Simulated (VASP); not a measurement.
# TaMo2C3 (P-3m1) in VASP: a series of runs

The runs below take TaMo2C3 through single point, relaxation of cell and atoms, with PBE.

All numbers are computed with VASP 6.6.1; they aren't measurements. Logs are shortened: lines on timing, memory, paths and dates and some standing lists are left out, and cuts for length are marked.

## 1. The cell of the first run

The structure is trigonal, space group P-3m1 (No. 164). Conventional cell: a = 3.117 Å, b = 3.117 Å, c = 7.686 Å, α = 90.00°, β = 90.00°, γ = 120.00°. Within 2.9 Å of Ta (site symmetry -3m) lie 6 C at 2.21 Å. Mo (site symmetry 3m) has 6 C at 2.19 to 2.22 Å within 2.9 Å. Within 2.9 Å of C (site symmetry -3m) lie 6 Mo at 2.22 Å. C (site symmetry 3m) has 3 Mo at 2.19 Å and 3 Ta at 2.21 Å within 2.9 Å.

## 2. Single point, PBE

INCAR reads:

```
SYSTEM = TaMo2C3
ALGO     = Normal         ! electronic algorithm
EDIFF    = 1E-6           ! SCF threshold, eV
ENCUT    = 520            ! plane-wave cutoff, eV
GGA      = PE             ! functional
ISIF     = 2              ! what is computed and relaxed
ISMEAR   = 0              ! smearing method
LASPH    = .True.         ! aspherical terms in the spheres
LCHARG   = .False.        ! write CHGCAR
LREAL    = .False.        ! projectors in reciprocal space
LWAVE    = .False.        ! write WAVECAR
NBANDS   = 34             ! bands
NELM     = 80             ! most SCF steps
PREC     = Accurate       ! precision mode
SIGMA    = 0.1            ! smearing width, eV
```

KPOINTS reads:

```
k-points
0
Gamma
  6 6 2
  0 0 0
```

POSCAR reads:

```
TaMo2C3
1.0
    3.1166360200      0.0000000000      0.0000000000
   -1.5583180100      2.6990859700      0.0000000000
    0.0000000000      0.0000000000      7.6863160100
Ta Mo C
1 2 3
Direct
    0.0000000000      0.0000000000      0.0000000000
    0.3333333300      0.6666666700      0.6692299800
    0.6666666700      0.3333333300      0.3307700200
    0.0000000000      0.0000000000      0.5000000000
    0.3333333300      0.6666666700      0.1679210100
    0.6666666700      0.3333333300      0.8320789900
```

Potentials or basis: VASP PAW PBE potentials, release 64 (Ta_pv, Mo_sv, C).

Started as:

```sh
$ cat potpaw_PBE.64/Ta_pv/POTCAR potpaw_PBE.64/Mo_sv/POTCAR potpaw_PBE.64/C/POTCAR > POTCAR
$ mpirun -np 1 vasp_std > vasp.out
```

OUTCAR:

```text
SYSTEM = TaMo2C3
   EDIFF = 1E-6
   ENCUT = 520
   GGA = PE
   ISIF = 2
   ISMEAR = 0
   LASPH = .True.
   LREAL = .False.
   NELM = 80
   PREC = Accurate

 ion  position               nearest neighbor table
   1  0.000  0.000  0.000-   5 2.21   6 2.21   6 2.21   5 2.21   6 2.21   5 2.21   2 3.11   3 3.11
                             2 3.11   3 3.11   3 3.11   2 3.11
   2  0.333  0.667  0.669-   6 2.19   6 2.19   6 2.19   4 2.22   4 2.22   4 2.22   1 3.11   1 3.11
                             1 3.11   3 3.16   3 3.16   3 3.16
   3  0.667  0.333  0.331-   5 2.19   5 2.19   5 2.19   4 2.22   4 2.22   4 2.22   1 3.11   1 3.11
                             1 3.11   2 3.16   2 3.16   2 3.16
   4  0.000  0.000  0.500-   2 2.22   3 2.22   3 2.22   2 2.22   3 2.22   2 2.22
   5  0.333  0.667  0.168-   3 2.19   3 2.19   3 2.19   1 2.21   1 2.21   1 2.21
   6  0.667  0.333  0.832-   2 2.19   2 2.19   2 2.19   1 2.21   1 2.21   1 2.21

  LATTYP: Found a hexagonal cell.
 ALAT       =     3.1166360200
 C/A-ratio  =     2.4662219010

  Lattice vectors:

 A1 = (   3.1166360200,   0.0000000000,   0.0000000000)
 A2 = (  -1.5583180100,   2.6990859700,   0.0000000000)
 A3 = (   0.0000000000,   0.0000000000,   7.6863160100)

Analysis of symmetry for initial positions (statically):
=====================================================================
 Subroutine PRICEL returns:
 Original cell was already a primitive cell.

 Routine SETGRP: Setting up the symmetry group for a
 hexagonal supercell.

 Subroutine GETGRP returns: Found 12 space group operations
 (whereof 12 operations were pure point group operations)
 out of a pool of 24 trial point group operations.

The static configuration has the point symmetry D_3d.

Analysis of symmetry for dynamics (positions and initial velocities):
=====================================================================
 Subroutine PRICEL returns:
 Original cell was already a primitive cell.

 Routine SETGRP: Setting up the symmetry group for a
 hexagonal supercell.

 Subroutine GETGRP returns: Found 12 space group operations
 (whereof 12 operations were pure point group operations)
 out of a pool of 24 trial point group operations.

The dynamic configuration has the point symmetry D_3d.

 Subroutine INISYM returns: Found 12 space group operations
 (whereof 12 operations are pure point group operations),
 and found     1 'primitive' translations

----------------------------------------------------------------------------------------

                                     Primitive cell

  volume of cell :      64.6578

  direct lattice vectors                    reciprocal lattice vectors
     3.116636020  0.000000000  0.000000000     0.320858770  0.185247897  0.000000000
    -1.558318010  2.699085970  0.000000000     0.000000000  0.370495794  0.000000000
     0.000000000  0.000000000  7.686316010     0.000000000  0.000000000  0.130101338

  length of vectors
     3.116636020  3.116636022  7.686316010     0.370495794  0.370495794  0.130101338

  position of ions in fractional coordinates (direct lattice)
     0.000000000  0.000000000  0.000000000
     0.333333330  0.666666670  0.669229980
     0.666666670  0.333333330  0.330770020
     0.000000000  0.000000000  0.500000000
     0.333333330  0.666666670  0.167921010
     0.666666670  0.333333330  0.832078990

  ion indices of the primitive-cell ions
   primitive index   ion index
                 1           1
                 2           2
                 3           3
                 4           4
                 5           5
                 6           6

----------------------------------------------------------------------------------------

 KPOINTS: k-points

Automatic generation of k-mesh.
 Grid dimensions read from file:
 generate k-points for:    6    6    2

 Generating k-lattice:

  Cartesian coordinates                     Fractional coordinates (reciprocal lattice)
     0.053476462  0.030874650  0.000000000     0.166666667  0.000000000  0.000000000
     0.000000000  0.061749299  0.000000000     0.000000000  0.166666667  0.000000000
     0.000000000  0.000000000  0.065050669     0.000000000  0.000000000  0.500000000

  Length of vectors
     0.061749299  0.061749299  0.065050669

  Shift w.r.t. Gamma in fractional coordinates (k-lattice)
     0.000000000  0.000000000  0.000000000

 Subroutine IBZKPT returns following result:
 ===========================================

 Found     14 irreducible k-points:

 Following reciprocal coordinates:
            Coordinates               Weight
  0.000000  0.000000  0.000000      1.000000
  0.166667  0.000000  0.000000      6.000000
  0.333333  0.000000  0.000000      6.000000
  0.500000 -0.000000  0.000000      3.000000
  0.166667  0.166667  0.000000      6.000000
  0.333333  0.166667  0.000000     12.000000
  0.333333  0.333333  0.000000      2.000000
  0.000000  0.000000  0.500000      1.000000
[... 61 lines left out ...]
   NGX = 11   NGY = 11   NGZ = 29

 number of electron      51.0000006 magnetization

 Free energy of the ion-electron system (eV)
  ---------------------------------------------------
  ext. energy  EPLUGINS =         0.00000000
  ---------------------------------------------------
  free energy    TOTEN  =       -61.78690336 eV

  energy without entropy =      -61.76839142  energy(sigma->0) =      -61.77764739

 E-fermi :  11.1462     XC(G=0): -13.3520

 val. band max:       11.0852682430   @ k =   0.3333   0.0000   0.5000
 cond. band min:      11.1935243496   @ k =   0.3333   0.3333   0.0000
 fundamental gap:      0.1082561066
 Fermi energy:        11.1462094139

 k-point     1 :       0.0000    0.0000    0.0000
  band No.  band energies     occupation
      1     -50.8673      2.00000
      2     -50.8367      2.00000
      3     -25.1071      2.00000
      4     -24.9515      2.00000
      5     -24.7795      2.00000
      6     -24.7795      2.00000
[... 26 lines left out ...]
     33      12.2062      0.00000
     34      12.8381      0.00000

 k-point     2 :       0.1667    0.0000    0.0000
  band No.  band energies     occupation
      1     -50.8531      2.00000
      2     -50.8260      2.00000
      3     -25.0811      2.00000
      4     -24.9721      2.00000
      5     -24.8723      2.00000
      6     -24.8456      2.00000
[... 26 lines left out ...]
     33      13.7140      0.00000
     34      14.2752      0.00000

 k-point     3 :       0.3333    0.0000    0.0000
  band No.  band energies     occupation
      1     -50.8235      2.00000
      2     -50.8057      2.00000
      3     -25.1616      2.00000
      4     -25.1338      2.00000
      5     -24.9873      2.00000
      6     -24.8784      2.00000
[... 26 lines left out ...]
     33      14.3547      0.00000
     34      15.7145      0.00000

 k-point     4 :       0.5000   -0.0000    0.0000
  band No.  band energies     occupation
      1     -50.8072      2.00000
      2     -50.7970      2.00000
      3     -25.2674      2.00000
      4     -25.2392      2.00000
      5     -24.9752      2.00000
      6     -24.9094      2.00000
[... 26 lines left out ...]
     33      15.0071      0.00000
     34      16.4315      0.00000

 k-point     5 :       0.1667    0.1667    0.0000
  band No.  band energies     occupation
      1     -50.8311      2.00000
      2     -50.8106      2.00000
      3     -25.0826      2.00000
      4     -25.0814      2.00000
      5     -24.9822      2.00000
      6     -24.8724      2.00000
[... 251 lines left out ...]
 k-point    12 :       0.1667    0.1667    0.5000
  band No.  band energies     occupation
      1     -50.8311      2.00000
      2     -50.8106      2.00000
      3     -25.0798      2.00000
      4     -25.0553      2.00000
      5     -25.0276      2.00000
      6     -24.8688      2.00000
[... 26 lines left out ...]
     33      14.6366      0.00000
     34      15.1777      0.00000

 k-point    13 :       0.3333    0.1667    0.5000
  band No.  band energies     occupation
      1     -50.8072      2.00000
      2     -50.7970      2.00000
      3     -25.2217      2.00000
      4     -25.1669      2.00000
      5     -24.9879      2.00000
      6     -24.9384      2.00000
[... 26 lines left out ...]
     33      14.9171      0.00000
     34      15.3196      0.00000

 k-point    14 :       0.3333    0.3333    0.5000
  band No.  band energies     occupation
      1     -50.7958      2.00000
      2     -50.7958      2.00000
      3     -25.1518      2.00000
      4     -25.1232      2.00000
      5     -25.1232      2.00000
      6     -25.0439      2.00000
[... 26 lines left out ...]
     33      15.9884      0.00000
     34      16.0627      0.00000

------------------------ aborting loop because EDIFF is reached ----------------------------------------

  FORCE on cell =-STRESS in cart. coord.  units (eV):
  Direction    XX          YY          ZZ          XY          YZ          ZX
  --------------------------------------------------------------------------------------
  -------------------------------------------------------------------------------------
  Total       -0.8659461     -0.8659461     -0.6556000      0.0000000      0.0000000      0.0000000
  in kB      -21.4575625    -21.4575625    -16.2453271      0.0000000      0.0000000      0.0000000
  external PRESSURE =     -19.7201507 kB  Pullay stress =       0.0000000 kB

 VOLUME and BASIS-vectors are now :
 -----------------------------------------------------------------------------
  energy-cutoff  :      520.00
  volume of cell :       64.66
      direct lattice vectors                 reciprocal lattice vectors
     3.116636020  0.000000000  0.000000000     0.320858770  0.185247897  0.000000000
    -1.558318010  2.699085970  0.000000000     0.000000000  0.370495794  0.000000000
     0.000000000  0.000000000  7.686316010     0.000000000  0.000000000  0.130101338

 POSITION                                       TOTAL-FORCE (eV/Angst)
 -----------------------------------------------------------------------------------
      0.00000      0.00000      0.00000        -0.000000      0.000000     -0.000000
     -0.00000      1.79939      5.14391         0.000000      0.000000      0.089637
      1.55832      0.89970      2.54240         0.000000     -0.000000     -0.089637
      0.00000      0.00000      3.84316        -0.000000      0.000000     -0.000000
     -0.00000      1.79939      1.29069        -0.000000      0.000000      0.053618
      1.55832      0.89970      6.39562        -0.000000     -0.000000     -0.053618
 -----------------------------------------------------------------------------------
    total drift:                               -0.000000      0.000000     -0.000000

  FREE ENERGIE OF THE ION-ELECTRON SYSTEM (eV)
  ---------------------------------------------------
  free  energy   TOTEN  =       -61.7869033569 eV

  energy  without entropy=      -61.7683914223  energy(sigma->0) =      -61.77764739
```

Run time: 25 s. Hardware: 1 thread of Intel Xeon 6975P-C, shared host; peak memory 0.19 GiB.

What came out:

* Free energy: -61.7869 eV
* Pressure: -2.0 GPa
* Largest force: 0.090 eV/Å

Forces in eV/Å, atoms in the order of the input:
```
Ta   0.000  0.000  0.000
Mo   0.000  0.000  0.090
Mo   0.000  0.000 -0.090
C    0.000  0.000  0.000
C    0.000  0.000  0.054
C    0.000  0.000 -0.054
```

Caveat: the k points lie up to 0.41 Å⁻¹ apart; spin-orbit coupling is left out, which moves the levels of the heavy elements.

## 3. Single point, PBE

This run uses another cell than the first one, of 10.69 Å³/atom, 0.992 times its volume.

INCAR reads:

```
SYSTEM = TaMo2C3
ALGO = Normal
EDIFF = 1E-6
ENCUT = 520
GGA = PE
ISIF = 2
ISMEAR = 0
LASPH = .True.
LCHARG = .False.
LREAL = .False.
LWAVE = .False.
NBANDS = 34
NELM = 100
PREC = Accurate
SIGMA = 0.1
```

KPOINTS reads:

```
k-points
0
Gamma
  12 12 6
  0 0 0
```

POSCAR reads:

```
TaMo2C3
1.0
    3.1055431451      0.0000000000      0.0000000000
   -1.5527715725      2.6894792562      0.0000000000
    0.0000000000      0.0000000000      7.6760030231
Ta Mo C
1 2 3
Direct
    0.0000000000      0.0000000000      0.0000000000
    0.3333333333      0.6666666667      0.6700990657
    0.6666666667      0.3333333333      0.3299009343
    0.0000000000      0.0000000000      0.5000000000
    0.3333333333      0.6666666667      0.1681195196
    0.6666666667      0.3333333333      0.8318804804
```

Potentials or basis: VASP PAW PBE potentials, release 64 (Ta_pv, Mo_sv, C).

Started as:

```sh
$ cat potpaw_PBE.64/Ta_pv/POTCAR potpaw_PBE.64/Mo_sv/POTCAR potpaw_PBE.64/C/POTCAR > POTCAR
$ mpirun -np 1 vasp_std > vasp.out
```

Wall time 3.8 min (1 thread of Intel Xeon 6975P-C, shared host); peak memory 0.32 GiB.

It converged, with:

| Quantity | Value |
| --- | --- |
| Free energy | -61.8629 eV |
| Pressure | 0.5 GPa |
| Largest force | 0.027 eV/Å |

Forces in eV/Å, atoms in the order of the input:
```
Ta   0.000  0.000  0.000
Mo   0.000  0.000  0.000
Mo   0.000  0.000  0.000
C    0.000  0.000  0.000
C    0.000  0.000  0.027
C    0.000  0.000 -0.027
```

Levels at points of the mesh, in eV from the Fermi level:
| k point | band 22 | band 23 | band 24 | band 25 | band 26 | band 27 | band 28 | band 29 |
| --- | --- | --- | --- | --- | --- | --- | --- | --- |
| (0.00, 0.00, 0.00) | -2.09 | -2.09 | -0.54 | -0.48 | -0.48 | -0.45 | -0.45 | -0.28 |
| (0.50, 0.00, 0.00) | -4.64 | -1.83 | -1.74 | -0.48 | 0.48 | 0.96 | 0.99 | 1.46 |
| (0.00, 0.00, 0.50) | -3.10 | -3.10 | -1.46 | -1.46 | -1.07 | -1.07 | 0.14 | 0.20 |
| (0.50, 0.00, 0.50) | -3.62 | -3.15 | -1.69 | -1.60 | 0.92 | 1.29 | 1.30 | 1.96 |

Caveat: spin-orbit coupling is left out, which moves the levels of the heavy elements.

## 4. Relaxation of cell and atoms, PBE

INCAR reads:

```
ALGO = Normal
EDIFF = 1E-6
EDIFFG = -0.01
ENCUT = 600
GGA = PE
IBRION = 2
ISIF = 3
ISMEAR = 0
LASPH = T
LCHARG = F
LREAL = F
LWAVE = F
NELM = 80
NSW = 100
PREC = Accurate
SIGMA = 0.1
```

KPOINTS reads:

```
k-points
0
Gamma
  12 12 6
```

POSCAR reads:

```
TaMo2C3
1.0
    3.1166360200      0.0000000000      0.0000000000
   -1.5583180100      2.6990859700      0.0000000000
    0.0000000000      0.0000000000      7.6863160100
Ta Mo C
1 2 3
Direct
    0.0000000000      0.0000000000      0.0000000000
    0.3333333300      0.6666666700      0.6692299800
    0.6666666700      0.3333333300      0.3307700200
    0.0000000000      0.0000000000      0.5000000000
    0.3333333300      0.6666666700      0.1679210100
    0.6666666700      0.3333333300      0.8320789900
```

Started as:

```sh
$ cat potpaw_PBE.64/Ta_pv/POTCAR potpaw_PBE.64/Mo_sv/POTCAR potpaw_PBE.64/C/POTCAR > POTCAR
$ mpirun -np 1 vasp_std > vasp.out
```

Run time: 23 min. Hardware: 1 thread of Intel Xeon 6975P-C, shared host; peak memory 0.39 GiB.

It converged, with:

```
Free energy                            : -61.8665 eV
Relaxed volume                         : 10.70 Å³/atom
Relaxed cell                           : a = 3.107 Å, b = 3.107 Å, c = 7.678 Å, α = 90.00°, β = 90.00°, γ = 120.00°
Space group after relaxing (to 0.05 Å) : P-3m1 (No. 164)
Energy gained by relaxing              : 0.8 meV/atom
Ionic steps                            : 7
Pressure after relaxing                : 0.0 GPa
Largest force after relaxing           : 0.008 eV/Å
```

Forces on the atoms (eV/Å):
```
Ta   0.000  0.000  0.000
Mo   0.000  0.000  0.002
Mo   0.000  0.000 -0.002
C    0.000  0.000  0.000
C    0.000  0.000 -0.008
C    0.000  0.000  0.008
```

The path:
```csv
step,energy change (eV),largest force (eV/Å),pressure (GPa),volume (Å³)
1,0.0000,0.1246,-2.40,64.66
2,0.0126,0.0295,5.50,63.16
3,-0.0042,0.0770,0.14,64.15
4,-0.0047,0.0100,0.00,64.18
5,-0.0047,0.0136,0.02,64.18
6,-0.0047,0.0158,0.00,64.18
7,-0.0047,0.0084,0.01,64.18
```

Final structure:
```cif
data_structure
_symmetry_space_group_name_H-M 'P 1'
_symmetry_Int_Tables_number 1
_cell_length_a 3.1069
_cell_length_b 3.1069
_cell_length_c 7.6776
_cell_angle_alpha 90.000
_cell_angle_beta 90.000
_cell_angle_gamma 120.000
_cell_volume 64.18
loop_
_atom_site_label
_atom_site_type_symbol
_atom_site_fract_x
_atom_site_fract_y
_atom_site_fract_z
_atom_site_occupancy
Ta1 Ta 0.00000 0.00000 0.00000 1
Mo1 Mo 0.33333 0.66667 0.67002 1
Mo2 Mo 0.66667 0.33333 0.32998 1
C1 C 0.00000 0.00000 0.50000 1
C2 C 0.33333 0.66667 0.16838 1
C3 C 0.66667 0.33333 0.83162 1
```

Levels at points of the mesh, in eV from the Fermi level:
| k point | band 21 | band 22 | band 23 | band 24 | band 25 | band 26 | band 27 | band 28 | band 29 | band 30 |
| --- | --- | --- | --- | --- | --- | --- | --- | --- | --- | --- |
| (0.00, 0.00, 0.00) | -2.13 | -2.08 | -2.08 | -0.54 | -0.47 | -0.47 | -0.45 | -0.45 | -0.27 | -0.27 |
| (0.50, 0.00, 0.00) | -4.88 | -4.64 | -1.82 | -1.74 | -0.48 | 0.47 | 0.96 | 0.99 | 1.46 | 1.80 |
| (0.00, 0.00, 0.50) | -3.73 | -3.10 | -3.10 | -1.46 | -1.46 | -1.06 | -1.06 | 0.15 | 0.20 | 1.60 |
| (0.50, 0.00, 0.50) | -4.91 | -3.62 | -3.15 | -1.69 | -1.60 | 0.92 | 1.28 | 1.30 | 1.95 | 2.45 |

Caveat: the bands computed are all filled at some k points, so no gap is given; spin-orbit coupling is left out, which moves the levels of the heavy elements.

## 5. The runs side by side

```tsv
task	cell	k mesh	cutoff (eV)	gap on the mesh (eV)	pressure (GPa)	largest force (eV/Å)
single point	a = 3.117, b = 3.117, c = 7.686 Å, angles 90.0, 90.0, 120.0°, 6 atoms	6 × 6 × 2	520	none	-2.0	0.09
single point	a = 3.106, b = 3.106, c = 7.676 Å, angles 90.0, 90.0, 120.0°, 6 atoms	12 × 12 × 6	520	none	0.5	0.03
relaxation of cell and atoms	relaxed from a = 3.117, b = 3.117, c = 7.686 Å, angles 90.0, 90.0, 120.0°, 6 atoms	12 × 12 × 6	600	-	0.0	0.01
```

Alike in all rows: level PBE; potentials or basis VASP PAW PBE potentials, release 64 (Ta_pv, Mo_sv, C); no spin polarisation; smearing gaussian 0.1 eV.

Caveats: some runs use coarse meshes; spin-orbit coupling is left out, which moves the levels of the heavy elements; the bands computed are all filled at some k points, so no gap is given (some runs).

Total energies depend on the potentials used, so only differences within one code and one set of settings carry meaning.
